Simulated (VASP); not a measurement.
# W (Im-3m) in VASP: further runs

W is run at these levels: PBEsol; tasks: single point, relaxation of cell and atoms.

Everything below comes from runs of VASP 6.6.1. Logs are shortened: lines on timing, memory, paths and dates and some standing lists are left out, and cuts for length are marked.

**1. The cell of the first run**

The structure is cubic, space group Im-3m (No. 229). The conventional cell has a = 3.157 Å, b = 3.157 Å, c = 3.157 Å, α = 90.00°, β = 90.00°, γ = 90.00°. W (site symmetry m-3m) has 14 W at 2.73 to 3.16 Å within 3.6 Å.

**2. Single point, PBEsol**

The input, INCAR:

```
PREC     = Accurate       # precision mode
ENCUT    = 520            # plane-wave cutoff, eV
EDIFF    = 1E-6           # SCF threshold, eV
ISMEAR   = 0              # smearing method
SIGMA    = 0.1            # smearing width, eV
LREAL    = F              # projectors in reciprocal space
LASPH    = T              # aspherical terms in the spheres
NELM     = 100            # most SCF steps
ALGO     = Fast           # electronic algorithm
ISIF     = 2              # what is computed and relaxed
LWAVE    = F              # write WAVECAR
LCHARG   = F              # write CHGCAR
GGA      = PS             # functional
NBANDS   = 13             # bands
```

The input, KPOINTS:

```
regular mesh
0
Gamma
  8 8 8
```

The input, POSCAR:

```
W
1.0
   -1.5784341933      1.5784341933      1.5784341933
    1.5784341933     -1.5784341933      1.5784341933
    1.5784341933      1.5784341933     -1.5784341933
W
1
Direct
    0.0000000000      0.0000000000      0.0000000000
```

Potentials or basis: VASP PAW PBE potentials, release 64 (W_sv).

Command:

```console
cat potpaw_PBE.64/W_sv/POTCAR > POTCAR
mpirun -np 1 vasp_std > vasp.out
```

OUTCAR:

```text
PREC = Accurate
   ENCUT = 520
   EDIFF = 1E-6
   ISMEAR = 0
   LREAL = F
   LASPH = T
   NELM = 100
   ISIF = 2
   GGA = PS

 ion  position               nearest neighbor table
   1  0.000  0.000  0.000-

  LATTYP: Found a body centered cubic cell.
 ALAT       =     3.1568683866

  Lattice vectors:

 A1 = (  -1.5784341933,   1.5784341933,   1.5784341933)
 A2 = (   1.5784341933,  -1.5784341933,   1.5784341933)
 A3 = (   1.5784341933,   1.5784341933,  -1.5784341933)

Analysis of symmetry for initial positions (statically):
=====================================================================
 Subroutine PRICEL returns:
 Original cell was already a primitive cell.

 Routine SETGRP: Setting up the symmetry group for a
 body centered cubic supercell.

 Subroutine GETGRP returns: Found 48 space group operations
[... 9 lines left out ...]

 Routine SETGRP: Setting up the symmetry group for a
 body centered cubic supercell.

 Subroutine GETGRP returns: Found 48 space group operations
[... 11 lines left out ...]
                                     Primitive cell

  volume of cell :      15.7304

  direct lattice vectors                    reciprocal lattice vectors
    -1.578434193  1.578434193  1.578434193     0.000000000  0.316769620  0.316769620
     1.578434193 -1.578434193  1.578434193     0.316769620  0.000000000  0.316769620
     1.578434193  1.578434193 -1.578434193     0.316769620  0.316769620  0.000000000

  length of vectors
     2.733928219  2.733928219  2.733928219     0.447979893  0.447979893  0.447979893

  position of ions in fractional coordinates (direct lattice)
     0.000000000  0.000000000  0.000000000

  ion indices of the primitive-cell ions
   primitive index   ion index
                 1           1

----------------------------------------------------------------------------------------

 KPOINTS: regular mesh

Automatic generation of k-mesh.
 Grid dimensions read from file:
 generate k-points for:    8    8    8

 Generating k-lattice:

  Cartesian coordinates                     Fractional coordinates (reciprocal lattice)
     0.000000000  0.039596203  0.039596203     0.125000000  0.000000000  0.000000000
     0.039596203  0.000000000  0.039596203     0.000000000  0.125000000  0.000000000
     0.039596203  0.039596203  0.000000000     0.000000000  0.000000000  0.125000000

  Length of vectors
     0.055997487  0.055997487  0.055997487

  Shift w.r.t. Gamma in fractional coordinates (k-lattice)
     0.000000000  0.000000000  0.000000000

 Subroutine IBZKPT returns following result:
 ===========================================

 Found     29 irreducible k-points:

 Following reciprocal coordinates:
            Coordinates               Weight
  0.000000  0.000000  0.000000      1.000000
  0.125000  0.000000  0.000000     12.000000
  0.250000  0.000000  0.000000     12.000000
  0.375000  0.000000  0.000000     12.000000
  0.500000  0.000000  0.000000      6.000000
  0.125000  0.125000  0.000000     24.000000
[... 16 lines left out ...]
 -0.250000  0.250000  0.250000      6.000000
 -0.375000  0.375000  0.250000     24.000000
 [... further k-points ...]
   k-points           NKPTS =     29   k-points in BZ     NKDIM =     29   number of bands    NBANDS=     13
   number of dos      NEDOS =    301   number of ions     NIONS =      1
   total plane-waves  NPLWV =   8000
   dimension x,y,z NGX =    20 NGY =   20 NGZ =   20
   dimension x,y,z NGXF=    40 NGYF=   40 NGZF=   40
   ions per type =               1
   NGX,Y,Z   is equivalent  to a cutoff of  12.16, 12.16, 12.16 a.u.
   NGXF,Y,Z  is equivalent  to a cutoff of  24.32, 24.32, 24.32 a.u.
 SYSTEM =  unknown system
   PREC   = accura    normal or accurate (medium, high low for compatibility)
   ISTART =      0    job   : 0-new  1-cont  2-samecut
   ICHARG =      2    charge: 1-file 2-atom 10-const
   ISPIN  =      1    spin polarized calculation?
   LNONCOLLINEAR =      F non collinear calculations
   LSORBIT =      F    spin-orbit coupling
   LASPH  =      T    aspherical Exc in radial PAW
   ENCUT  =  520.0 eV  38.22 Ry    6.18 a.u.   5.08  5.08  5.08*2*pi/ulx,y,z
   NELM   =    100;   NELMIN=  2; NELMDL= -5     # of ELM steps
   EDIFF  = 0.1E-05   stopping-criterion for ELM
   LREAL  =      F    real-space projection
[... 7 lines left out ...]
   TEBEG  =    0.0;   TEEND  =   0.0 temperature during run
   PSTRESS=    0.0 pullay stress
   NELECT =      14.0000    total number of electrons
   NUPDOWN=      -1.0000    fix difference up-down
   EMIN   =  10.00;   EMAX   =-10.00  energy-range for DOS
   EFERMI =   0.00;   METHOD = LEGACY
   ISMEAR =     0;   SIGMA  =   0.10  broadening in eV -4-tet -1-fermi 0-gaus
   EFERMI_NEDOS =   21; number of points for ismear=-14 and -15
   IALGO  =     68    algorithm
   IMIX   =      4    mixing-type and parameters
     AMIX     =   0.40;   BMIX     =  1.00
     AMIX_MAG =   1.60;   BMIX_MAG =  1.00
  volume/ion in A,a.u.               =      15.73       106.15
  Fermi-wavevector in a.u.,A,eV,Ry     =   1.574724  2.975796 33.739112  2.479755
  Thomas-Fermi vector in A             =   2.675815
   LORBIT       =      0    0 simple, 1 ext, 2 COOP (PROOUT), +10 PAW based schemes
   GGA     = PS    functional components
   LHFCALC =     F    Hartree Fock is set to
   AEXX    =    0.0000 exact exchange contribution
   IVDW    =     0    specifies the selected vdW correction
   LEPSILON=     F    determine dielectric tensor
   LRPA    =     F    only Hartree local field effects (RPA)
 non-spin polarized calculation
 RMM-DIIS sequential band-by-band and
 Gauss-broadening in eV      SIGMA  =   0.10
  energy-cutoff  :      520.00
  volume of cell :       15.73
 maximum number of plane-waves:       429
   NGX = 11   NGY = 11   NGZ = 11

 number of electron      14.0000004 magnetization

 Free energy of the ion-electron system (eV)
  ---------------------------------------------------
  ext. energy  EPLUGINS =         0.00000000
  ---------------------------------------------------
  free energy    TOTEN  =       -13.80474811 eV

  energy without entropy =      -13.80474628  energy(sigma->0) =      -13.80474719

 E-fermi :  11.1549     XC(G=0): -13.8045

 val. band max:       10.8732088944   @ k =   0.1250   0.0000   0.0000
 cond. band min:      11.4377051454   @ k =  -0.2500   0.2500   0.1250
 fundamental gap:      0.5644962511
 Fermi energy:        11.1549351772

 k-point     1 :       0.0000    0.0000    0.0000
  band No.  band energies     occupation
      1     -62.7494      2.00000
      2     -26.2956      2.00000
      3     -26.2956      2.00000
      4     -26.2956      2.00000
      5       1.6909      2.00000
      6      10.1411      2.00000
      7      10.1411      2.00000
      8      10.1411      2.00000
      9      13.6390      0.00000
     10      13.6390      0.00000
     11      25.9453      0.00000
     12      25.9453      0.00000
     13      25.9453      0.00000

 k-point     2 :       0.1250    0.0000    0.0000
  band No.  band energies     occupation
      1     -62.7292      2.00000
      2     -26.5043      2.00000
      3     -26.3608      2.00000
      4     -26.2967      2.00000
      5       2.4292      2.00000
      6       9.7082      2.00000
      7       9.9916      2.00000
      8      10.8732      1.99993
      9      13.0921      0.00000
     10      13.6553      0.00000
     11      26.4981      0.00000
     12      27.2090      0.00000
     13      27.5729      0.00000

 k-point     3 :       0.2500    0.0000    0.0000
  band No.  band energies     occupation
      1     -62.6800      2.00000
      2     -26.9864      2.00000
      3     -26.5153      2.00000
      4     -26.2995      2.00000
      5       4.1263      2.00000
      6       8.8111      2.00000
      7       9.5108      2.00000
      8      12.9395      0.00000
      9      13.0163      0.00000
     10      13.8324      0.00000
     11      26.2083      0.00000
     12      28.0415      0.00000
     13      30.5494      0.00000

 k-point     4 :       0.3750    0.0000    0.0000
  band No.  band energies     occupation
      1     -62.6305      2.00000
      2     -27.4412      2.00000
      3     -26.6657      2.00000
      4     -26.3024      2.00000
      5       5.0534      2.00000
      6       8.0581      2.00000
      7      10.4945      2.00000
      8      13.5637      0.00000
      9      14.2505      0.00000
     10      15.8185      0.00000
     11      23.9924      0.00000
     12      24.5235      0.00000
     13      31.0177      0.00000

 k-point     5 :       0.5000    0.0000    0.0000
  band No.  band energies     occupation
      1     -62.6100      2.00000
      2     -27.6226      2.00000
      3     -26.7269      2.00000
      4     -26.3037      2.00000
      5       5.0466      2.00000
      6       7.7768      2.00000
      7      12.1081      0.00000
      8      13.5433      0.00000
      9      14.5293      0.00000
     10      17.6247      0.00000
     11      22.5819      0.00000
     12      22.9057      0.00000
     13      28.3155      0.00000

 k-point     6 :       0.1250    0.1250    0.0000
  band No.  band energies     occupation
      1     -62.6944      2.00000
      2     -26.8352      2.00000
      3     -26.4380      2.00000
      4     -26.3456      2.00000
      5       3.7115      2.00000
      6       9.2373      2.00000
      7       9.3058      2.00000
      8      12.4318      0.00000
      9      12.5950      0.00000
     10      13.9978      0.00000
     11      27.4681      0.00000
     12      27.8302      0.00000
     13      29.1966      0.00000

 k-point     7 :       0.2500    0.1250    0.0000
  band No.  band energies     occupation
      1     -62.6450      2.00000
      2     -27.2488      2.00000
      3     -26.6260      2.00000
      4     -26.3674      2.00000
      5       5.3059      2.00000
      6       8.4162      2.00000
      7       9.1482      2.00000
      8      12.8805      0.00000
      9      14.3713      0.00000
     10      15.1719      0.00000
     11      25.1107      0.00000
     12      26.8571      0.00000
     13      30.8384      0.00000
[... 193 lines left out ...]
 k-point    20 :      -0.3750    0.5000    0.1250
  band No.  band energies     occupation
      1     -62.5842      2.00000
      2     -27.4302      2.00000
      3     -26.9602      2.00000
      4     -26.5423      2.00000
      5       6.6121      2.00000
      6       8.2893      2.00000
      7       9.2216      2.00000
      8      12.4025      0.00000
      9      15.2582      0.00000
     10      18.7140      0.00000
     11      22.2876      0.00000
     12      26.2383      0.00000
     13      28.6318      0.00000

 k-point    21 :      -0.3750   -0.3750    0.1250
  band No.  band energies     occupation
      1     -62.5715      2.00000
      2     -27.2607      2.00000
      3     -27.2607      2.00000
      4     -26.5557      2.00000
      5       7.8748      2.00000
      6       7.8748      2.00000
      7       8.0011      2.00000
      8      14.2583      0.00000
      9      14.2583      0.00000
     10      20.3095      0.00000
     11      22.8476      0.00000
     12      22.8476      0.00000
     13      31.9914      0.00000

 k-point    22 :       0.2500    0.2500    0.2500
  band No.  band energies     occupation
      1     -62.6005      2.00000
      2     -26.9673      2.00000
      3     -26.9673      2.00000
      4     -26.9673      2.00000
      5       8.4076      2.00000
      6       8.4076      2.00000
      7       8.4076      2.00000
      8      14.6974      0.00000
      9      14.6974      0.00000
     10      18.0358      0.00000
     11      23.7556      0.00000
     12      23.7556      0.00000
     13      23.7556      0.00000

 k-point    23 :      -0.2500    0.2500    0.2500
  band No.  band energies     occupation
      1     -62.6194      2.00000
      2     -27.0110      2.00000
      3     -26.7527      2.00000
      4     -26.7527      2.00000
      5       6.1499      2.00000
      6       8.5135      2.00000
      7      10.8497      1.99998
      8      10.8497      1.99998
      9      12.7602      0.00000
     10      14.8984      0.00000
     11      25.9506      0.00000
     12      31.0505      0.00000
     13      31.0506      0.00000

 k-point    24 :      -0.3750    0.3750    0.2500
  band No.  band energies     occupation
      1     -62.5763      2.00000
      2     -27.2873      2.00000
      3     -26.9148      2.00000
      4     -26.7918      2.00000
      5       6.7949      2.00000
      6       7.5096      2.00000
      7      10.8541      1.99998
      8      11.6547      0.00000
      9      15.1626      0.00000
     10      15.8153      0.00000
     11      25.1988      0.00000
     12      27.7314      0.00000
     13      28.8458      0.00000

 [... further k-points ...]

------------------------ aborting loop because EDIFF is reached ----------------------------------------

  FORCE on cell =-STRESS in cart. coord.  units (eV):
  Direction    XX          YY          ZZ          XY          YZ          ZX
  --------------------------------------------------------------------------------------
  -------------------------------------------------------------------------------------
  Total        0.0297205      0.0297205      0.0297205      0.0000000      0.0000000     -0.0000000
  in kB        3.0271069      3.0271069      3.0271069      0.0000000      0.0000000     -0.0000000
  external PRESSURE =       3.0271069 kB  Pullay stress =       0.0000000 kB

 VOLUME and BASIS-vectors are now :
 -----------------------------------------------------------------------------
  energy-cutoff  :      520.00
  volume of cell :       15.73
      direct lattice vectors                 reciprocal lattice vectors
    -1.578434193  1.578434193  1.578434193     0.000000000  0.316769620  0.316769620
     1.578434193 -1.578434193  1.578434193     0.316769620  0.000000000  0.316769620
     1.578434193  1.578434193 -1.578434193     0.316769620  0.316769620  0.000000000

 POSITION                                       TOTAL-FORCE (eV/Angst)
 -----------------------------------------------------------------------------------
      0.00000      0.00000      0.00000         0.000000     -0.000000      0.000000
 -----------------------------------------------------------------------------------
    total drift:                                0.000000     -0.000000     -0.000000

  FREE ENERGIE OF THE ION-ELECTRON SYSTEM (eV)
  ---------------------------------------------------
  free  energy   TOTEN  =       -13.8047481076 eV

  energy  without entropy=      -13.8047462806  energy(sigma->0) =      -13.80474719
```

Run time: 4.9 s. Hardware: 1 thread of Intel Xeon Platinum 8375C at 2.90GHz (Ice Lake), shared host; peak memory 0.12 GiB.

What came out:

| Item | Value |
| --- | --- |
| Free energy | -13.8047 eV |
| Pressure | 0.3 GPa |
| Band gap on the k mesh | zero (band 7 reaches 16.62 eV, above the bottom of band 8 at 10.14 eV) |

Caveat: the PAW data sets were made with another functional, which shifts forces and pressure a little; spin-orbit coupling is left out, which moves the levels of the heavy elements.

**3. Single point, PBEsol**

This run uses another cell than the first one, of 17.02 Å³/atom, 1.082 times its volume.

The input, INCAR:

```
SYSTEM = W
  PREC = Accurate
  ENCUT = 520
  EDIFF = 1E-6
  ISMEAR = 0
  SIGMA = 0.1
  LREAL = .False.
  LASPH = .True.
  NELM = 100
  ALGO = Normal
  ISIF = 2
  LWAVE = .False.
  LCHARG = .True.
  GGA = PS
  LELF = .True.
  LVHAR = .True.
  NBANDS = 13
```

The input, KPOINTS:

```
Automatic mesh
0
Gamma
  8 8 8
  0 0 0
```

The input, POSCAR:

```
W
1.0
   -1.6203678277      1.6203678277      1.6203678277
    1.6203678277     -1.6203678277      1.6203678277
    1.6203678277      1.6203678277     -1.6203678277
W
1
Direct
    0.0000000000      0.0000000000      0.0000000000
```

Potentials or basis: VASP PAW PBE potentials, release 64 (W_sv).

Command:

```console
cat potpaw_PBE.64/W_sv/POTCAR > POTCAR
mpirun -np 1 vasp_std > vasp.out
```

OUTCAR:

```text
SYSTEM = W
   PREC = Accurate
   ENCUT = 520
   EDIFF = 1E-6
   ISMEAR = 0
   LREAL = .False.
   LASPH = .True.
   NELM = 100
   ISIF = 2
   GGA = PS

 ion  position               nearest neighbor table
   1  0.000  0.000  0.000-

  LATTYP: Found a body centered cubic cell.
 ALAT       =     3.2407356554

  Lattice vectors:
[... 561 lines left out ...]
      7       9.8038      1.99995
      8      10.5250      0.00000
      9      13.6829      0.00000
     10      14.2028      0.00000
     11      22.9839      0.00000
     12      25.3713      0.00000
     13      26.6764      0.00000

 [... further k-points ...]

------------------------ aborting loop because EDIFF is reached ----------------------------------------

  FORCE on cell =-STRESS in cart. coord.  units (eV):
  Direction    XX          YY          ZZ          XY          YZ          ZX
  --------------------------------------------------------------------------------------
  -------------------------------------------------------------------------------------
  Total       -2.3038592     -2.3038592     -2.3038592     -0.0000000     -0.0000000      0.0000000
  in kB     -216.9030685   -216.9030685   -216.9030685     -0.0000000     -0.0000000      0.0000000
  external PRESSURE =    -216.9030685 kB  Pullay stress =       0.0000000 kB

 VOLUME and BASIS-vectors are now :
 -----------------------------------------------------------------------------
  energy-cutoff  :      520.00
  volume of cell :       17.02
      direct lattice vectors                 reciprocal lattice vectors
    -1.620367828  1.620367828  1.620367828     0.000000000  0.308571913  0.308571913
     1.620367828 -1.620367828  1.620367828     0.308571913  0.000000000  0.308571913
     1.620367828  1.620367828 -1.620367828     0.308571913  0.308571913  0.000000000

 POSITION                                       TOTAL-FORCE (eV/Angst)
 -----------------------------------------------------------------------------------
      0.00000      0.00000      0.00000        -0.000000     -0.000000      0.000000
 -----------------------------------------------------------------------------------
    total drift:                               -0.000000      0.000000     -0.000000

  FREE ENERGIE OF THE ION-ELECTRON SYSTEM (eV)
  ---------------------------------------------------
  free  energy   TOTEN  =       -13.7131187253 eV

  energy  without entropy=      -13.7131152314  energy(sigma->0) =      -13.71311698
```

OSZICAR:

```text
N       E                     dE             d eps       ncg     rms          rms(c)
DAV:   1     0.841471984459E+02    0.84147E+02   -0.74842E+03   754   0.122E+03
DAV:   2    -0.127857160415E+02   -0.96933E+02   -0.92904E+02   869   0.313E+02
DAV:   3    -0.144533089482E+02   -0.16676E+01   -0.16588E+01   794   0.396E+01
DAV:   4    -0.144603052913E+02   -0.69963E-02   -0.69961E-02   854   0.289E+00
DAV:   5    -0.144603690818E+02   -0.63791E-04   -0.63791E-04   819   0.259E-01    0.190E+01
DAV:   6    -0.138633328487E+02    0.59704E+00   -0.52107E-01   774   0.928E+00    0.700E+00
DAV:   7    -0.137190502408E+02    0.14428E+00   -0.23002E-01   819   0.580E+00    0.750E-01
DAV:   8    -0.137130962101E+02    0.59540E-02   -0.40960E-03   789   0.810E-01    0.128E-01
DAV:   9    -0.137131196679E+02   -0.23458E-04   -0.53071E-05   843   0.829E-02    0.598E-02
DAV:  10    -0.137131182180E+02    0.14499E-05   -0.60060E-06   819   0.334E-02    0.179E-02
DAV:  11    -0.137131187253E+02   -0.50727E-06   -0.18803E-07   432   0.434E-03
   1 F= -.13713119E+02 E0= -.13713117E+02  d E =-.349383E-05
```

It took 4.8 s on 1 thread of Intel Xeon Platinum 8375C at 2.90GHz (Ice Lake), shared host; peak memory 0.14 GiB.

What came out:

| Property | Result |
| --- | --- |
| Free energy | -13.7131 eV |
| Pressure | -21.7 GPa |
| Band gap on the k mesh | zero (band 7 reaches 14.96 eV, above the bottom of band 8 at 9.16 eV) |

Levels at points of the mesh, in eV from the Fermi level:
```tsv
k point	band 4	band 5	band 6	band 7	band 8	band 9	band 10	band 11
(0.00, 0.00, 0.00)	-37.71	-9.07	-0.93	-0.93	-0.93	2.25	2.25	14.56
(0.50, 0.00, 0.00)	-37.71	-5.65	-3.05	0.67	2.12	3.01	5.74	10.15
(0.50, 0.50, 0.50)	-38.43	-5.12	-5.12	4.87	4.87	4.87	7.89	7.89
```

Caveat: the PAW data sets were made with another functional, which shifts forces and pressure a little; spin-orbit coupling is left out, which moves the levels of the heavy elements.

(Part 1 of 2 ends here.)
